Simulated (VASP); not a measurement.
A run of VASP 6.6.1 is set up as follows.

INCAR

```
SYSTEM = SrNiF6
PREC     = Accurate       ! precision mode
ENCUT    = 520            ! plane-wave cutoff, eV
EDIFF    = 1E-7           ! SCF threshold, eV
ISMEAR   = 0              ! smearing method
SIGMA    = 0.05           ! smearing width, eV
LREAL    = .False.        ! projectors in reciprocal space
LASPH    = .True.         ! aspherical terms in the spheres
NELM     = 150            ! most SCF steps
ALGO     = Normal         ! electronic algorithm
ISIF     = 2              ! what is computed and relaxed
LWAVE    = .False.        ! write WAVECAR
LCHARG   = .False.        ! write CHGCAR
ISPIN    = 2              ! spin polarisation
MAGMOM   = 0 0 0 0 0 0 0 0 ! initial moments
LORBIT   = 11             ! projections on sites
LMAXMIX  = 4              ! l up to which the mixer works
LDAU     = .True.         ! DFT+U
LDAUTYPE = 1            
LDAUL    = -1 2 -1        ! shell
LDAUU    = 0 2 0          ! U, eV
LDAUJ    = 0 0.7 0      
LDAUPRINT= 1            
NBANDS   = 45             ! bands
```

File KPOINTS:

```
regular mesh
0
Gamma
  4 4 4
  0 0 0
```

POSCAR

```
SrNiF6
1.0
    3.5370014100      2.0420887200      2.2186700300
   -3.5370014100      2.0420887200      2.2186700300
    0.0000000000     -4.0841774300      2.2186700300
Sr Ni F
1 1 6
Direct
    0.5000000000      0.5000000000      0.5000000000
    0.0000000000      0.0000000000      0.0000000000
    0.2760000000      0.9160000000      0.2760000000
    0.2760000000      0.2760000000      0.9160000000
    0.9160000000      0.2760000000      0.2760000000
    0.7240000000      0.0840000000      0.7240000000
    0.0840000000      0.7240000000      0.7240000000
    0.7240000000      0.7240000000      0.0840000000
```

Potentials or basis: VASP PAW LDA potentials, release 64 (Sr_sv, Ni, F).

Command:

```sh
$ cat potpaw_LDA.64/Sr_sv/POTCAR potpaw_LDA.64/Ni/POTCAR potpaw_LDA.64/F/POTCAR > POTCAR
$ mpirun -np 1 vasp_std > vasp.out
```

Q: Predict the pressure.

A: -8.0 GPa.

Q: Estimate the net moment.

A: 0.00 μB per cell.

Q: What does it give for the largest force?

A: 0.855 eV/Å.

Eigenvalues of the final occupation matrices:
```tsv
site	spin	trace	eigenvalues
site 2 d	1	4.09	0.55 0.55 0.99 0.99 0.99
site 2 d	2	4.09	0.55 0.55 0.99 0.99 0.99
```

Caveat: the cell stands under tension.
